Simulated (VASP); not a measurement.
Wanted: the native input for a VASP 6.6.1 run.

```
Task                   : single point
Functional             : r2SCAN
Potentials or basis    : VASP PAW PBE potentials, release 64 (Ba_sv, Ti_sv, O)
Cutoff                 : 520 eV
k mesh                 : 5 × 5 × 5
Occupations            : fermi-dirac, width 0.03 eV
Spin                   : collinear spin
Starting moments       : [0.0, 1.0, 0.0, 0.0, 0.0] μB
Dipole correction      : no
Further INCAR settings : ALGO = Normal; EDIFF = 1e-07; NBANDS = 32
```

BaTiO3:

```xyz
5
Lattice="3.9900 0.0000 0.0000 0.0000 2.8345 2.8410 0.0000 -2.8345 2.8410" Properties=species:S:1:pos:R:3 pbc="T T T"
Ba    0.0000    0.0000    0.0000
Ti    1.9950    0.0000    2.8978
O     0.0000    0.0000    2.7842
O     1.9950   -1.4002    4.1876
O     1.9950    1.4002    4.1876
```

The input as run:

POSCAR

```
BaTiO3
1.0
    3.9900000000      0.0000000000      0.0000000000
    0.0000000000      2.8345000000      2.8410000000
    0.0000000000     -2.8345000000      2.8410000000
Ba Ti O
1 1 3
Direct
    0.0000000000      0.0000000000      0.0000000000
    0.5000000000      0.5100000000      0.5100000000
    0.0000000000      0.4900000000      0.4900000000
    0.5000000000      0.4900000000      0.9840000000
    0.5000000000      0.9840000000      0.4900000000
```

INCAR.step1

```
SYSTEM = BaTiO3
PREC = Accurate
ENCUT = 520
ISMEAR = -1
SIGMA = 0.03
LREAL = .FALSE.
LASPH = .TRUE.
NELM = 150
ISPIN = 2
MAGMOM = 0 1 0 0 0
LMAXMIX = 4
NBANDS = 32
GGA = PE
ALGO = Normal
EDIFF = 1E-4
LWAVE = .TRUE.
LCHARG = .FALSE.
```

INCAR.step2

```
SYSTEM = BaTiO3
PREC = Accurate
ENCUT = 520
EDIFF = 1E-7
ISMEAR = -1
SIGMA = 0.03
LREAL = .FALSE.
LASPH = .TRUE.
NELM = 150
ALGO = Normal
ISIF = 2
LWAVE = .FALSE.
LCHARG = .FALSE.
ISPIN = 2
MAGMOM = 0 1 0 0 0
LORBIT = 11
LMAXMIX = 4
METAGGA = R2SCAN
LMIXTAU = .TRUE.
NBANDS = 32
ISTART = 1
```

KPOINTS

```
Automatic mesh
0
G
  5 5 5
  0 0 0
```

Potentials or basis: VASP PAW PBE potentials, release 64 (Ba_sv, Ti_sv, O).

The run is started by

```bash
$ cat potpaw_PBE.64/Ba_sv/POTCAR potpaw_PBE.64/Ti_sv/POTCAR potpaw_PBE.64/O/POTCAR > POTCAR
$ cp INCAR.step1 INCAR
$ mpirun -np 1 vasp_std > vasp.out
$ cp INCAR.step2 INCAR
$ mpirun -np 1 vasp_std > vasp.out
```

It gave:

The pressure is 1.8 GPa, the largest force is 0.150 eV/Å and the band gap on the k mesh is 2.48 eV (least direct gap 2.63 eV). The net moment is 0.00 μB per cell and the valence electrons inside the program's atomic spheres are Ba 7.99; Ti 10.15; O 5.07.

Caveat: the PAW data sets were made with another functional, which shifts forces and pressure a little; spin-orbit coupling is left out, which moves the levels of the heavy elements.

It took 3.8 min on 1 thread of Intel(R) Xeon(R) 6975P-C (Granite Rapids) (shared host), peak memory 0.26 GiB.
